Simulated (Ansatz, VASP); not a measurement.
## MgS: VASP beside Ansatz

```
Mg S
1.0
     4.35739    0.00000    0.00000
    -2.17870    3.77361    0.00000
     0.00000    0.00000    6.68959
Mg S
2 2
Direct
  0.66667 0.33333 0.49575
  0.33333 0.66667 0.99575
  0.33333 0.66667 0.37924
  0.66667 0.33333 0.87924
```

Change from the starting cell: strain +0.080 along x and y, +0.040 along z, atoms carried along.

Alike in both runs: task single point; functional PBEsol; k mesh 6 × 6 × 4; occupations gaussian, width 0.05 eV; no spin polarisation.

|  | VASP | Ansatz |
| --- | --- | --- |
| version | VASP 6.6.1 | Ansatz 0.2.0 |
| potentials or method | VASP PAW PBE potentials, release 64 (Mg, S), cutoff 520 eV | scalar-relativistic, plane waves, PAW |
| valence electrons in the cell | 16 | 32 |

```tsv
	VASP	Ansatz	Ansatz less VASP
gap on the k mesh at the Fermi level (eV)	2.37	2.38	+0.004
least direct gap on the mesh (eV)	2.37	2.38	+0.004
pressure (GPa)	-7.7	-7.6	+0.11
traceless stress, the component that is largest in VASP (GPa)	1.36	1.35	-0.011
rms of the force components (eV/Å)	0.015	0.016	+0.0008
```

VASP's potentials were made for PBE, not for PBEsol. Atom by atom the forces differ by 0.001 eV/Å (rms over components). VASP's potentials hold 16 valence electrons a cell and Ansatz's 32, so a difference there can come from the potentials and not from the codes.
